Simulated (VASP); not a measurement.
Set up this calculation in VASP 6.6.1, as the native input.

```
Task                   : relaxation of cell and atoms
Functional             : LDA
Potentials or basis    : VASP PAW LDA potentials, release 64 (Na_pv, La, S)
Cutoff                 : 600 eV
k mesh                 : 4 × 4 × 3
Occupations            : gaussian, width 0.02 eV
Spin                   : no spin polarisation
Dipole correction      : no
Further INCAR settings : ALGO = Normal; EDIFF = 1e-06; IBRION = 2; EDIFFG = -0.02; NSW = 80; ISIF = 3
```

The structure of NaLaS2 lies in POSCAR:

```
NaLaS2
1.0
    4.2019700000      0.0000000000      0.0000000000
    0.0000000000      4.2019700000      0.0000000000
    0.0000000000      0.0000000000      5.6556110000
Na La S
1 1 2
Direct
    0.0000000000      0.0000000000      0.0000000000
    0.5000000000      0.5000000000      0.5000000000
    0.0000000000      0.0000000000      0.5000000000
    0.5000000000      0.5000000000      0.0000000000
```

One way to write it, as run:

INCAR

```
ALGO = Normal ; EDIFF = 1E-6
EDIFFG = -0.02 ; ENCUT = 600
IBRION = 2 ; ISIF = 3
ISMEAR = 0 ; LASPH = T
LCHARG = F ; LREAL = F
LWAVE = F ; NELM = 60
NSW = 80 ; PREC = Accurate
SIGMA = 0.02
```

KPOINTS

```
k-points
0
Gamma
  4 4 3
```

Potentials or basis: VASP PAW LDA potentials, release 64 (Na_pv, La, S).

Run with:

```bash
$ cat potpaw_LDA.64/Na_pv/POTCAR potpaw_LDA.64/La/POTCAR potpaw_LDA.64/S/POTCAR > POTCAR
$ mpirun -np 1 vasp_std > vasp.out
```

Results of the run:

The relaxed volume is 23.48 Å³/atom. The relaxed cell is a = 4.107 Å, b = 4.107 Å, c = 5.567 Å, α = 90.00°, β = 90.00°, γ = 90.00°. The space group after relaxing (to 0.05 Å) is P4/mmm (No. 123) and the energy gained by relaxing is 17.4 meV/atom. The ionic steps are 4 and the pressure after relaxing is 0.0 GPa. The band gap on the k mesh is 0.54 eV, indirect (least direct gap 0.59 eV).

Caveat: spin-orbit coupling is left out, which moves the levels of the heavy elements.

Run time: 81 s on 1 thread of AMD EPYC 7R13 Processor (Zen 3), on a shared host, peak memory 0.2 GiB.
